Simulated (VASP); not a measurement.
# W (Pm-3n) in VASP: further runs

W is run at these levels: PBE; tasks: single point.

Everything below comes from runs of VASP 6.6.1. Logs are shortened: lines on timing, memory, paths and dates and some standing lists are left out, and cuts for length are marked.

## Step 1: The cell of the first run

Symmetry: Pm-3n, No. 223, cubic system. The conventional cell has a = 4.908 Å, b = 4.908 Å, c = 4.908 Å, α = 90.00°, β = 90.00°, γ = 90.00°. W (site symmetry m-3) has 12 W at 2.74 Å within 3.6 Å. W (site symmetry -4m2) has 14 W at 2.45 to 3.01 Å within 3.2 Å.

## Step 2: Single point, PBE

File INCAR:

```
SYSTEM = W
PREC = Accurate
ENCUT = 520
EDIFF = 1E-6
ISMEAR = 0
SIGMA = 0.05
LREAL = .FALSE.
LASPH = .TRUE.
NELM = 100
ALGO = Fast
ISIF = 2
LWAVE = .FALSE.
LCHARG = .FALSE.
GGA = PE
NBANDS = 66
```

File KPOINTS:

```
regular mesh
0
G
  8 8 8
  0 0 0
```

File POSCAR:

```
W
1.0
    4.9075825420      0.0000000000      0.0000000000
    0.0000000000      4.9075825420      0.0000000000
    0.0000000000      0.0000000000      4.9075825420
W
8
Direct
    0.0000000000      0.0000000000      0.0000000000
    0.5000000000      0.5000000000      0.5000000000
    0.0000000000      0.5000000000      0.2500000000
    0.0000000000      0.5000000000      0.7500000000
    0.2500000000      0.0000000000      0.5000000000
    0.7500000000      0.0000000000      0.5000000000
    0.5000000000      0.7500000000      0.0000000000
    0.5000000000      0.2500000000      0.0000000000
```

Potentials or basis: VASP PAW PBE potentials, release 64 (W_sv).

Command:

```console
$ cat potpaw_PBE.64/W_sv/POTCAR > POTCAR
$ mpirun -np 1 vasp_std > vasp.out
```

OUTCAR:

```text
SYSTEM = W
   PREC = Accurate
   ENCUT = 520
   EDIFF = 1E-6
   ISMEAR = 0
   LREAL = .FALSE.
   LASPH = .TRUE.
   NELM = 100
   ISIF = 2
   GGA = PE

 ion  position               nearest neighbor table
   1  0.000  0.000  0.000-   3 2.74   4 2.74   5 2.74   6 2.74   7 2.74   8 2.74   5 2.74   6 2.74
                             3 2.74   4 2.74   7 2.74   8 2.74
   2  0.500  0.500  0.500-   3 2.74   4 2.74   5 2.74   6 2.74   7 2.74   8 2.74   7 2.74   8 2.74
                             5 2.74   6 2.74   3 2.74   4 2.74
   3  0.000  0.500  0.250-   4 2.45   4 2.45   1 2.74   2 2.74   1 2.74   2 2.74   8 3.01   5 3.01
                             6 3.01   5 3.01   6 3.01   7 3.01   7 3.01   8 3.01
   4  0.000  0.500  0.750-   3 2.45   3 2.45   1 2.74   2 2.74   1 2.74   2 2.74   8 3.01   5 3.01
                             6 3.01   5 3.01   6 3.01   7 3.01   7 3.01   8 3.01
   5  0.250  0.000  0.500-   6 2.45   6 2.45   1 2.74   1 2.74   2 2.74   2 2.74   8 3.01   4 3.01
                             7 3.01   8 3.01   3 3.01   3 3.01   4 3.01   7 3.01
   6  0.750  0.000  0.500-   5 2.45   5 2.45   1 2.74   1 2.74   2 2.74   2 2.74   8 3.01   4 3.01
                             7 3.01   8 3.01   3 3.01   3 3.01   4 3.01   7 3.01
   7  0.500  0.750  0.000-   8 2.45   8 2.45   1 2.74   2 2.74   2 2.74   1 2.74   3 3.01   4 3.01
                             5 3.01   6 3.01   5 3.01   6 3.01   3 3.01   4 3.01
   8  0.500  0.250  0.000-   7 2.45   7 2.45   1 2.74   2 2.74   2 2.74   1 2.74   3 3.01   4 3.01
                             5 3.01   6 3.01   5 3.01   6 3.01   3 3.01   4 3.01

  LATTYP: Found a simple cubic cell.
 ALAT       =     4.9075825420

  Lattice vectors:

 A1 = (   4.9075825420,   0.0000000000,   0.0000000000)
 A2 = (   0.0000000000,   4.9075825420,   0.0000000000)
 A3 = (   0.0000000000,   0.0000000000,   4.9075825420)

Analysis of symmetry for initial positions (statically):
=====================================================================
 Subroutine PRICEL returns:
 Original cell was already a primitive cell.

 Routine SETGRP: Setting up the symmetry group for a
 simple cubic supercell.

 Subroutine GETGRP returns: Found 48 space group operations
 (whereof 24 operations were pure point group operations)
 out of a pool of 48 trial point group operations.

The static configuration has the point symmetry T_h .
 The point group associated with its full space group is O_h .

Analysis of symmetry for dynamics (positions and initial velocities):
=====================================================================
 Subroutine PRICEL returns:
 Original cell was already a primitive cell.

 Routine SETGRP: Setting up the symmetry group for a
 simple cubic supercell.
[... 128 lines left out ...]
   PSTRESS=    0.0 pullay stress
   NELECT =     112.0000    total number of electrons
   NUPDOWN=      -1.0000    fix difference up-down
   EMIN   =  10.00;   EMAX   =-10.00  energy-range for DOS
   EFERMI =   0.00;   METHOD = LEGACY
   ISMEAR =     0;   SIGMA  =   0.05  broadening in eV -4-tet -1-fermi 0-gaus
   EFERMI_NEDOS =   21; number of points for ismear=-14 and -15
   IALGO  =     68    algorithm
   IMIX   =      4    mixing-type and parameters
     AMIX     =   0.40;   BMIX     =  1.00
     AMIX_MAG =   1.60;   BMIX_MAG =  1.00
  volume/ion in A,a.u.               =      14.77        99.70
  Fermi-wavevector in a.u.,A,eV,Ry     =   1.607977  3.038636 35.179098  2.585591
  Thomas-Fermi vector in A             =   2.703920
   LORBIT       =      0    0 simple, 1 ext, 2 COOP (PROOUT), +10 PAW based schemes
   GGA     = PE    functional components
   LHFCALC =     F    Hartree Fock is set to
   AEXX    =    0.0000 exact exchange contribution
   IVDW    =     0    specifies the selected vdW correction
   LEPSILON=     F    determine dielectric tensor
   LRPA    =     F    only Hartree local field effects (RPA)
 non-spin polarized calculation
 RMM-DIIS sequential band-by-band and
 Gauss-broadening in eV      SIGMA  =   0.05
  energy-cutoff  :      520.00
  volume of cell :      118.20
 maximum number of plane-waves:      3218
   NGX = 19   NGY = 19   NGZ = 19

 number of electron     112.0000040 magnetization

 Free energy of the ion-electron system (eV)
  ---------------------------------------------------
  ext. energy  EPLUGINS =         0.00000000
  ---------------------------------------------------
  free energy    TOTEN  =      -101.45716930 eV

  energy without entropy =     -101.45370540  energy(sigma->0) =     -101.45543735

 E-fermi :  12.2298     XC(G=0): -14.0294

 val. band max:       12.2246394150   @ k =   0.3750   0.2500   0.0000
 cond. band min:      12.2450106071   @ k =   0.1250   0.1250   0.0000
 fundamental gap:      0.0203711921
 Fermi energy:        12.2298457208

 k-point     1 :       0.0000    0.0000    0.0000
  band No.  band energies     occupation
      1     -61.6713      2.00000
      2     -61.5957      2.00000
      3     -61.5957      2.00000
      4     -61.3956      2.00000
      5     -61.3956      2.00000
      6     -61.3956      2.00000
[... 1645 lines left out ...]
     65      15.0174      0.00000
     66      15.4696      0.00000

 [... further k-points ...]

------------------------ aborting loop because EDIFF is reached ----------------------------------------

  FORCE on cell =-STRESS in cart. coord.  units (eV):
  Direction    XX          YY          ZZ          XY          YZ          ZX
  --------------------------------------------------------------------------------------
  -------------------------------------------------------------------------------------
  Total       28.9397441     28.9397441     28.9397441      0.0000000      0.0000000      0.0000000
  in kB      392.2856581    392.2856581    392.2856581      0.0000000      0.0000000      0.0000000
  external PRESSURE =     392.2856581 kB  Pullay stress =       0.0000000 kB

 VOLUME and BASIS-vectors are now :
 -----------------------------------------------------------------------------
  energy-cutoff  :      520.00
  volume of cell :      118.20
      direct lattice vectors                 reciprocal lattice vectors
     4.907582542  0.000000000  0.000000000     0.203766313  0.000000000  0.000000000
     0.000000000  4.907582542  0.000000000     0.000000000  0.203766313  0.000000000
     0.000000000  0.000000000  4.907582542     0.000000000  0.000000000  0.203766313

 POSITION                                       TOTAL-FORCE (eV/Angst)
 -----------------------------------------------------------------------------------
      0.00000      0.00000      0.00000        -0.000000     -0.000000      0.000000
      2.45379      2.45379      2.45379        -0.000000     -0.000000      0.000000
      0.00000      2.45379      1.22690        -0.000000     -0.000000      0.000000
      0.00000      2.45379      3.68069        -0.000000      0.000000     -0.000000
      1.22690      0.00000      2.45379         0.000000      0.000000      0.000000
      3.68069      0.00000      2.45379        -0.000000     -0.000000     -0.000000
      2.45379      3.68069      0.00000         0.000000     -0.000000     -0.000000
      2.45379      1.22690      0.00000        -0.000000      0.000000      0.000000
 -----------------------------------------------------------------------------------
    total drift:                                0.000000      0.000000     -0.000000

  FREE ENERGIE OF THE ION-ELECTRON SYSTEM (eV)
  ---------------------------------------------------
  free  energy   TOTEN  =      -101.4571692966 eV

  energy  without entropy=     -101.4537053964  energy(sigma->0) =     -101.45543735
```

stdout:

```text
POSCAR found type information on POSCAR W
 POSCAR found :  1 types and       8 ions
 scaLAPACK will be used
 LDA part: xc-table for (Slater+PW92), standard interpolation
 POSCAR, INCAR and KPOINTS ok, starting setup
 FFT: planning ... GRIDC
 FFT: planning ... GRID_SOFT
 FFT: planning ... GRID
 WAVECAR not read
 entering main loop
```

Wall time 6.3 min (1 thread of Intel Xeon 8259CL, shared host); peak memory 0.32 GiB.

What came out:

- Free energy: -101.4572 eV
- Pressure: 39.2 GPa
- Band gap on the k mesh: zero (bands 56 and 57 overlap by 1.16 eV)

Caveat: the cell stands under pressure; spin-orbit coupling is left out, which moves the levels of the heavy elements.

## Step 3: Single point, PBE

This run uses another cell than the first one, of 16.42 Å³/atom.

File INCAR:

```
SYSTEM = W
ALGO = Fast ; EDIFF = 1E-7
ENCUT = 520 ; GGA = PE
ISIF = 2 ; ISMEAR = 0
LASPH = .True. ; LCHARG = .False.
LREAL = .False. ; LWAVE = .False.
NBANDS = 66 ; NELM = 80
PREC = Accurate ; SIGMA = 0.05
```

File KPOINTS:

```
k-points
0
Gamma
  8 8 8
  0 0 0
```

Edit POSCAR of step 2 so:

```diff
@@ -2,5 +2,5 @@
 1.0
-    4.9075825420      0.0000000000      0.0000000000
-    0.0000000000      4.9075825420      0.0000000000
-    0.0000000000      0.0000000000      4.9075825420
+    5.0830000000      0.0000000000      0.0000000000
+    0.0000000000      5.0830000000      0.0000000000
+    0.0000000000      0.0000000000      5.0830000000
 W
```

Potentials or basis: VASP PAW PBE potentials, release 64 (W_sv).

Command:

```console
$ cat potpaw_PBE.64/W_sv/POTCAR > POTCAR
$ mpirun -np 1 vasp_std > vasp.out
```

It took 11 min on 1 thread of Intel Xeon 8259CL, shared host; peak memory 0.36 GiB.

Results (log left out):

```
Free energy            : -102.9224 eV
Pressure               : -0.2 GPa
Band gap on the k mesh : zero (bands 56 and 57 overlap by 0.81 eV)
```

Levels at points of the mesh, in eV from the Fermi level:
| k point | band 54 | band 55 | band 56 | band 57 | band 58 | band 59 |
| --- | --- | --- | --- | --- | --- | --- |
| (0.00, 0.00, 0.00) | -1.47 | -0.48 | -0.48 | -0.48 | 1.58 | 1.58 |
| (0.50, 0.00, 0.00) | -1.15 | -0.94 | -0.94 | 0.54 | 0.54 | 0.75 |
| (0.50, 0.50, 0.00) | -0.91 | -0.91 | 0.24 | 0.24 | 0.27 | 0.52 |
| (0.50, 0.50, 0.50) | -1.41 | -1.41 | -1.41 | 1.30 | 1.30 | 1.30 |

Caveat: spin-orbit coupling is left out, which moves the levels of the heavy elements.

## Step 4: Single point, PBE

This run uses another cell than the first one, of 16.42 Å³/atom.

File INCAR:

```
PREC = Accurate ; ENCUT = 520
EDIFF = 1E-7 ; ISMEAR = 0
SIGMA = 0.05 ; LREAL = F
LASPH = T ; NELM = 60
ALGO = Fast ; ISIF = 2
LWAVE = F ; LCHARG = T
GGA = PE ; LELF = T
LVHAR = T ; NBANDS = 66
```

File KPOINTS:

```
Automatic mesh
0
Gamma
  8 8 8
```

POSCAR is that of step 3.

Command:

```console
$ cat potpaw_PBE.64/W_sv/POTCAR > POTCAR
$ mpirun -np 1 vasp_std > vasp.out
```

Run time: 8.5 min. Hardware: 1 thread of Intel Xeon 8259CL, shared host; peak memory 0.36 GiB.

It converged, with:

```
Free energy            : -102.9224 eV
Pressure               : -0.2 GPa
Band gap on the k mesh : zero (bands 56 and 57 overlap by 0.81 eV)
```

Levels at points of the mesh, in eV from the Fermi level:
```tsv
k point	band 54	band 55	band 56	band 57	band 58	band 59
(0.00, 0.00, 0.00)	-1.47	-0.48	-0.48	-0.48	1.58	1.58
(0.50, 0.00, 0.00)	-1.15	-0.94	-0.94	0.54	0.54	0.75
(0.50, 0.50, 0.00)	-0.91	-0.91	0.24	0.24	0.27	0.52
(0.50, 0.50, 0.50)	-1.41	-1.41	-1.41	1.30	1.30	1.30
```

Caveat: spin-orbit coupling is left out, which moves the levels of the heavy elements.
